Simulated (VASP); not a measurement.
**GaN: single point with r2SCAN**

GaN:

```
CELL_PARAMETERS angstrom
2.24895 2.24895 0.00000
-2.24895 2.24895 0.00000
0.00000 2.24895 2.24895
ATOMIC_POSITIONS crystal
Ga 0.00000 0.00000 0.00000
N 0.25000 0.75000 0.50000
```

| Property | Result |
| --- | --- |
| Program | VASP 6.6.1 |
| Task | single point |
| Functional | r2SCAN |
| Potentials or basis | VASP PAW PBE potentials, release 64 (Ga_d, N) |
| Cutoff | 520 eV |
| k mesh | 10 × 10 × 10 |
| Occupations | gaussian, width 0.01 eV |
| Spin | no spin polarisation |

The pressure is 1.1 GPa and the band gap on the k mesh is 2.16 eV, direct.

Levels at points of the mesh, in eV from the valence-band top:
| k point | band 6 | band 7 | band 8 | band 9 | band 10 | band 11 | band 12 | band 13 |
| --- | --- | --- | --- | --- | --- | --- | --- | --- |
| (0.00, 0.00, 0.00) | -13.48 | 0.00 | 0.00 | 0.00 | 2.16 | 11.04 | 11.04 | 11.04 |
| (0.50, 0.00, 0.00) | -12.35 | -7.20 | -1.00 | -1.00 | 5.21 | 9.47 | 11.03 | 11.03 |
| (0.50, 0.50, 0.00) | -11.97 | -6.24 | -2.80 | -2.80 | 3.77 | 7.28 | 12.63 | 15.01 |

It took 30 s on 1 thread of Intel Xeon 6975P-C, on a shared host, peak memory 0.15 GiB.

Caveat: the PAW data sets were made with another functional, which shifts forces and pressure a little. r2SCAN opens gaps a little over a GGA but as a rule still falls short of measured ones.
